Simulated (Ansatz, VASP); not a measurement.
TiN in VASP and in Ansatz

```
Ti N
1.0
     0.00000    2.15914    2.15914
     2.15914    0.00000    2.15914
     2.15914    2.15914    0.00000
Ti N
1 1
Direct
  0.00000 0.00000 0.00000
  0.50000 0.50000 0.50000
```

Alike in both runs: task relaxation of cell and atoms; functional PBEsol; k mesh 8 × 8 × 8; occupations gaussian, width 0.1 eV; no spin polarisation.

|  | VASP | Ansatz |
| --- | --- | --- |
| version | VASP 6.6.1 | Ansatz 0.2.0 |
| potentials or method | VASP PAW PBE potentials, release 64 (Ti_sv, N), cutoff 600 eV | scalar-relativistic, plane waves, PAW |
| valence electrons in the cell | 17 | 17 |

Ansatz gave:

```
gap on the k mesh at the Fermi level, each at its own relaxed structure (eV) : none
relaxed volume (Å³/atom)                                                     : 9.29
relaxed cell length with the largest relative difference (Å)                 : 2.973
```

Q: Which values does VASP return?

A: gap on the k mesh at the Fermi level, each at its own relaxed structure (eV): none; relaxed volume (Å³/atom): 9.32; relaxed cell length with the largest relative difference (Å): 2.977.

VASP's potentials were made for PBE, not for PBEsol. A gap of «none» marks a metal or a gap that the smearing closes.
